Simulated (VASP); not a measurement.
# HPt3 in VASP: relaxation of the atoms with PBE

Aim: the relaxation of the atoms of HPt3 with PBE.

Program: VASP 6.6.1. These are calculated values, not measurements. Logs are shortened: lines on timing, memory, paths and dates and some standing lists are left out, and cuts for length are marked.

## (1) The cell of the first run

The cell holds a slab with vacuum, 4 atoms: a = 2.807 Å, b = 2.807 Å, c = 20.119 Å, α = 90.00°, β = 90.00°, γ = 120.00°.

## (2) Relaxation of the atoms, PBE

The input, INCAR:

```
SYSTEM = HPt3
PREC = Accurate ; ENCUT = 520
EDIFF = 1E-7 ; ISMEAR = 0
SIGMA = 0.1 ; LREAL = .FALSE.
LASPH = .TRUE. ; NELM = 80
ALGO = Normal ; ISIF = 2
LWAVE = .FALSE. ; LCHARG = .FALSE.
LDIPOL = .TRUE. ; IDIPOL = 3
DIPOL = 0.5 0.5 0.363 ; GGA = PE
IBRION = 2 ; NSW = 50
EDIFFG = -0.025
```

The input, KPOINTS:

```
regular mesh
0
G
  12 12 1
  0 0 0
```

The input, POSCAR:

```
HPt3
1.0
    2.8071640675      0.0000000000      0.0000000000
   -1.4035820338      2.4310753951      0.0000000000
    0.0000000000      0.0000000000     20.1192652917
Pt H
3 1
Selective dynamics
Direct
    0.6666666667      0.3333333333      0.1988144170  F F F
    0.3333333333      0.6666666667      0.3136149989  F F F
    0.0000000000      0.0000000000      0.4284085510  T T T
    0.3333333333      0.1666666667      0.5094896382  F F T
```

Potentials or basis: VASP PAW PBE potentials, release 64 (Pt, H).

Launch:

```console
cat potpaw_PBE.64/Pt/POTCAR potpaw_PBE.64/H/POTCAR > POTCAR
mpirun -np 1 vasp_std > vasp.out
```

OUTCAR:

```text
SYSTEM = HPt3
   PREC = Accurate
   ENCUT = 520
   EDIFF = 1E-7
   ISMEAR = 0
   LREAL = .FALSE.
   LASPH = .TRUE.
   NELM = 80
   ISIF = 2
   GGA = PE
   IBRION = 2
   NSW = 50
   EDIFFG = -0.025

 ion  position               nearest neighbor table
   1  0.667  0.333  0.199-   2 2.82   2 2.82   2 2.82
   2  0.333  0.667  0.314-   3 2.82   3 2.82   3 2.82   1 2.82   1 2.82   1 2.82
   3  0.000  0.000  0.428-   4 1.82   2 2.82   2 2.82   2 2.82
   4  0.333  0.167  0.509-   3 1.82

  LATTYP: Found a hexagonal cell.
 ALAT       =     2.8071640675
 C/A-ratio  =     7.1671141436

  Lattice vectors:

 A1 = (   2.8071640675,   0.0000000000,   0.0000000000)
 A2 = (  -1.4035820338,   2.4310753951,   0.0000000000)
 A3 = (   0.0000000000,   0.0000000000,  20.1192652917)

Analysis of symmetry for initial positions (statically):
=====================================================================
 Subroutine PRICEL returns:
 Original cell was already a primitive cell.

 Routine SETGRP: Setting up the symmetry group for a
 hexagonal supercell.

 Subroutine GETGRP returns: Found  2 space group operations
 (whereof  2 operations were pure point group operations)
 out of a pool of 24 trial point group operations.

The static configuration has the point symmetry C_1h.

Analysis of symmetry for dynamics (positions and initial velocities):
=====================================================================
 Subroutine PRICEL returns:
 Original cell was already a primitive cell.

 Routine SETGRP: Setting up the symmetry group for a
 hexagonal supercell.

 Subroutine GETGRP returns: Found  2 space group operations
 (whereof  2 operations were pure point group operations)
 out of a pool of 24 trial point group operations.

The dynamic configuration has the point symmetry C_1h.

Analysis of constrained symmetry for selective dynamics:
=====================================================================
 Subroutine PRICEL returns:
 Original cell was already a primitive cell.

 Routine SETGRP: Setting up the symmetry group for a
 hexagonal supercell.

 Subroutine GETGRP returns: Found  2 space group operations
 (whereof  2 operations were pure point group operations)
 out of a pool of 24 trial point group operations.

The constrained configuration has the point symmetry C_1h.

 Subroutine INISYM returns: Found  2 space group operations
 (whereof  2 operations are pure point group operations),
 and found     1 'primitive' translations

----------------------------------------------------------------------------------------

                                     Primitive cell

  volume of cell :     137.3025

  direct lattice vectors                    reciprocal lattice vectors
     2.807164068  0.000000000  0.000000000     0.356231405  0.205670298  0.000000000
    -1.403582034  2.431075395  0.000000000     0.000000000  0.411340595  0.000000000
     0.000000000  0.000000000 20.119265292     0.000000000  0.000000000  0.049703604

  length of vectors
     2.807164068  2.807164068 20.119265292     0.411340595  0.411340595  0.049703604

  position of ions in fractional coordinates (direct lattice)
     0.666666667  0.333333333  0.198814417
     0.333333333  0.666666667  0.313614999
     0.000000000  0.000000000  0.428408551
     0.333333333  0.166666667  0.509489638

  ion indices of the primitive-cell ions
   primitive index   ion index
                 1           1
                 2           2
                 3           3
                 4           4

----------------------------------------------------------------------------------------

 KPOINTS: regular mesh

Automatic generation of k-mesh.
 Grid dimensions read from file:
 generate k-points for:   12   12    1

 Generating k-lattice:

  Cartesian coordinates                     Fractional coordinates (reciprocal lattice)
     0.029685950  0.017139191  0.000000000     0.083333333  0.000000000  0.000000000
     0.000000000  0.034278383  0.000000000     0.000000000  0.083333333  0.000000000
     0.000000000  0.000000000  0.049703604     0.000000000  0.000000000  1.000000000

  Length of vectors
     0.034278383  0.034278383  0.049703604

  Shift w.r.t. Gamma in fractional coordinates (k-lattice)
     0.000000000  0.000000000  0.000000000

 Subroutine IBZKPT returns following result:
 ===========================================

 Found     43 irreducible k-points:

 Following reciprocal coordinates:
            Coordinates               Weight
  0.000000  0.000000  0.000000      1.000000
  0.083333  0.000000  0.000000      2.000000
  0.000000  0.083333  0.000000      4.000000
  0.166667  0.000000  0.000000      2.000000
  0.000000  0.166667  0.000000      4.000000
  0.250000  0.000000  0.000000      2.000000
[... 16 lines left out ...]
 -0.083333  0.416667  0.000000      4.000000
 -0.416667  0.333333  0.000000      4.000000
 [... further k-points ...]
   k-points           NKPTS =     43   k-points in BZ     NKDIM =     43   number of bands    NBANDS=     19
   number of dos      NEDOS =    301   number of ions     NIONS =      4
   total plane-waves  NPLWV =  86400
   dimension x,y,z NGX =    24 NGY =   24 NGZ =  150
   dimension x,y,z NGXF=    48 NGYF=   48 NGZF=  300
   ions per type =               3   1
   NGX,Y,Z   is equivalent  to a cutoff of  14.21, 14.21, 12.39 a.u.
   NGXF,Y,Z  is equivalent  to a cutoff of  28.43, 28.43, 24.79 a.u.
 SYSTEM =  HPt3
   PREC   = accura    normal or accurate (medium, high low for compatibility)
   ISTART =      0    job   : 0-new  1-cont  2-samecut
   ICHARG =      2    charge: 1-file 2-atom 10-const
   ISPIN  =      1    spin polarized calculation?
   LNONCOLLINEAR =      F non collinear calculations
   LSORBIT =      F    spin-orbit coupling
   LASPH  =      T    aspherical Exc in radial PAW
   ENCUT  =  520.0 eV  38.22 Ry    6.18 a.u.   5.22  5.22 37.41*2*pi/ulx,y,z
   NELM   =     80;   NELMIN=  2; NELMDL= -5     # of ELM steps
   EDIFF  = 0.1E-06   stopping-criterion for ELM
   LREAL  =      F    real-space projection
   EDIFFG = -.3E-01   stopping-criterion for IOM
   NSW    =     50    number of steps for IOM
   IBRION =      2    ionic relax: 0-MD 1-quasi-New 2-CG
   NFREE  =      1    steps in history (QN), initial steepest desc. (CG)
   ISIF   =      2    stress and relaxation
   ISYM   =      2    0-nonsym 1-usesym 2-fastsym
   POTIM  = 0.5000    time-step for ionic-motion
   TEBEG  =    0.0;   TEEND  =   0.0 temperature during run
   PSTRESS=    0.0 pullay stress
   NELECT =      31.0000    total number of electrons
   NUPDOWN=      -1.0000    fix difference up-down
   EMIN   =  10.00;   EMAX   =-10.00  energy-range for DOS
   EFERMI =   0.00;   METHOD = LEGACY
   ISMEAR =     0;   SIGMA  =   0.10  broadening in eV -4-tet -1-fermi 0-gaus
   EFERMI_NEDOS =   21; number of points for ismear=-14 and -15
   IALGO  =     38    algorithm
   IMIX   =      4    mixing-type and parameters
     AMIX     =   0.40;   BMIX     =  1.00
     AMIX_MAG =   1.60;   BMIX_MAG =  1.00
  volume/ion in A,a.u.               =      34.33       231.64
  Fermi-wavevector in a.u.,A,eV,Ry     =   0.996864  1.883800 13.520626  0.993738
  Thomas-Fermi vector in A             =   2.128981
   LORBIT       =      0    0 simple, 1 ext, 2 COOP (PROOUT), +10 PAW based schemes
   GGA     = PE    functional components
   LHFCALC =     F    Hartree Fock is set to
   AEXX    =    0.0000 exact exchange contribution
   IVDW    =     0    specifies the selected vdW correction
   LEPSILON=     F    determine dielectric tensor
   LRPA    =     F    only Hartree local field effects (RPA)
 conjugate gradient relaxation of ions
 non-spin polarized calculation
 Gauss-broadening in eV      SIGMA  =   0.10
  energy-cutoff  :      520.00
  volume of cell :      137.30
 maximum number of plane-waves:      3715
 NGX is ok and might be reduce to    24
   NGX = 11   NGY = 11   NGZ = 75

 dipolmoment           0.000000      0.000000      0.003436 electrons x Angstroem

--------------------------------------- Ionic step        1  -------------------------------------------

 number of electron      30.9999999 magnetization

 Free energy of the ion-electron system (eV)
  ---------------------------------------------------
  ext. energy  EPLUGINS =         0.00000000
  ---------------------------------------------------
  free energy    TOTEN  =       -20.38335537 eV

  energy without entropy =      -20.35504100  energy(sigma->0) =      -20.36919819

------------------------ aborting loop because EDIFF is reached ----------------------------------------

  FORCE on cell =-STRESS in cart. coord.  units (eV):
  Direction    XX          YY          ZZ          XY          YZ          ZX
  --------------------------------------------------------------------------------------
  -------------------------------------------------------------------------------------
  Total       -4.3350322     -3.6511882     -3.3385653     -0.5922263     -0.8209521     -1.4219314
  in kB      -50.5853275    -42.6055776    -38.9575925     -6.9106661     -9.5796591    -16.5924638
  external PRESSURE =     -44.0494992 kB  Pullay stress =       0.0000000 kB
[... 95 lines left out ...]
  FREE ENERGIE OF THE ION-ELECTRON SYSTEM (eV)
  ---------------------------------------------------
  free  energy   TOTEN  =       -20.7176673237 eV

  energy  without entropy=      -20.6899944256  energy(sigma->0) =      -20.70383087

[... ionic steps 4 to 22 ...]

--------------------------------------- Ionic step       23  -------------------------------------------

 number of electron      31.0000000 magnetization

------------------------ aborting loop because EDIFF is reached ----------------------------------------

  FORCE on cell =-STRESS in cart. coord.  units (eV):
  Direction    XX          YY          ZZ          XY          YZ          ZX
  --------------------------------------------------------------------------------------
  -------------------------------------------------------------------------------------
  Total       -4.2102542     -4.1066348      0.1316932     -0.0897370     -0.2621192     -0.4539930
  in kB      -49.1292978    -47.9201674      1.5367228     -1.0471376     -3.0586591     -5.2976269
  external PRESSURE =     -31.8375808 kB  Pullay stress =       0.0000000 kB
[... 61 lines left out ...]
  energy  without entropy=      -20.7387463231  energy(sigma->0) =      -20.75136427

--------------------------------------- Ionic step       25  -------------------------------------------

 number of electron      31.0000000 magnetization

 dipolmoment           0.000000      0.000000     -0.025098 electrons x Angstroem

 Free energy of the ion-electron system (eV)
  ---------------------------------------------------
  ext. energy  EPLUGINS =         0.00000000
  ---------------------------------------------------
  free energy    TOTEN  =       -20.76425281 eV

  energy without entropy =      -20.73914109  energy(sigma->0) =      -20.75169695

 E-fermi :   0.1945     XC(G=0):  -5.6900

 val. band max:        0.1913278028   @ k =  -0.1667  -0.4167   0.0000
 cond. band min:       0.2194684325   @ k =   0.0833   0.0833   0.0000
 fundamental gap:      0.0281406297
 Fermi energy:         0.1944681884

 k-point     1 :       0.0000    0.0000    0.0000
  band No.  band energies     occupation
      1      -8.7152      2.00000
      2      -7.2173      2.00000
      3      -6.4033      2.00000
      4      -5.6441      2.00000
      5      -3.4149      2.00000
      6      -3.0864      2.00000
[... 11 lines left out ...]
     18       0.1786      1.17720
     19       0.4428      0.00045
[... 489 lines left out ...]
      3      -5.1318      2.00000
      4      -4.8269      2.00000
      5      -4.6061      2.00000
      6      -3.8438      2.00000
[... 11 lines left out ...]
     18       2.1261      0.00000
     19       5.0563      0.00000

 [... further k-points ...]

------------------------ aborting loop because EDIFF is reached ----------------------------------------

 vacuum level on the upper side and lower side of the slab       (xc-potential included)        -0.463         0.212

  FORCE on cell =-STRESS in cart. coord.  units (eV):
  Direction    XX          YY          ZZ          XY          YZ          ZX
  --------------------------------------------------------------------------------------
  -------------------------------------------------------------------------------------
  Total       -4.2152870     -4.1334932      0.1203208     -0.0708355     -0.2525195     -0.4373648
  in kB      -49.1880254    -48.2335769      1.4040193     -0.8265766     -2.9466402     -5.1035930
  external PRESSURE =     -32.0058610 kB  Pullay stress =       0.0000000 kB

 VOLUME and BASIS-vectors are now :
 -----------------------------------------------------------------------------
  energy-cutoff  :      520.00
  volume of cell :      137.30
      direct lattice vectors                 reciprocal lattice vectors
     2.807164068  0.000000000  0.000000000     0.356231405  0.205670298  0.000000000
    -1.403582034  2.431075395  0.000000000     0.000000000  0.411340595  0.000000000
     0.000000000  0.000000000 20.119265292     0.000000000  0.000000000  0.049703604
[... 10 lines left out ...]
  FREE ENERGIE OF THE ION-ELECTRON SYSTEM (eV)
  ---------------------------------------------------
  free  energy   TOTEN  =       -20.7642528053 eV

  energy  without entropy=      -20.7391410854  energy(sigma->0) =      -20.75169695

 reached required accuracy - stopping structural energy minimisation

 vacuum level on the upper side and lower side of the slab         5.053         5.744
```

It took 21 min on 1 thread of Intel Xeon 6975P-C (Granite Rapids), shared host; peak memory 0.35 GiB.

What came out:

- Free energy: -20.7643 eV
- Energy gained by relaxing: 95.2 meV/atom
- Ionic steps: 25
- Band gap on the k mesh: zero (an odd number of electrons rules out a gap without spin polarisation)

Step by step:
```csv
step,energy change (eV),largest force on free atoms (eV/Å),pressure (GPa)
1,0.0000,2.3398,-4.40
2,-0.3244,0.5965,-3.93
3,-0.3343,0.3405,-3.67
4,-0.3343,0.3092,-3.70
5,-0.3400,0.2937,-3.59
6,-0.3534,0.2458,-3.25
7,-0.3621,0.2734,-2.49
8,-0.3569,0.5872,-2.53
9,-0.3633,0.1089,-2.50
10,-0.3648,0.0902,-2.60
11,-0.3678,0.1112,-2.86
12,-0.3676,0.1869,-3.35
13,-0.3687,0.1393,-3.10
14,-0.3695,0.1280,-3.09
15,-0.3695,0.1331,-3.09
16,-0.3705,0.1252,-3.09
17,-0.3732,0.0985,-3.11
18,-0.3772,0.0713,-3.17
19,-0.3773,0.3450,-3.38
20,-0.3788,0.1664,-3.25
21,-0.3795,0.1166,-3.23
22,-0.3805,0.0643,-3.19
23,-0.3805,0.0731,-3.18
24,-0.3806,0.0619,-3.19
25,-0.3809,0.0242,-3.20
```

Final structure:
```yaml
crystal:
  lattice:
    - [2.80716, 0.00000, 0.00000]
    - [-1.40358, 2.43108, 0.00000]
    - [0.00000, 0.00000, 20.11927]
  atoms:
    - { symbol: Pt, position: [0.66667, 0.33333, 0.19881] }
    - { symbol: Pt, position: [0.33333, 0.66667, 0.31361] }
    - { symbol: Pt, position: [0.19487, 0.09744, 0.43210] }
    - { symbol: H, position: [0.33333, 0.16667, 0.50784] }
```

Caveat: spin-orbit coupling is left out, which moves the levels of the heavy elements.
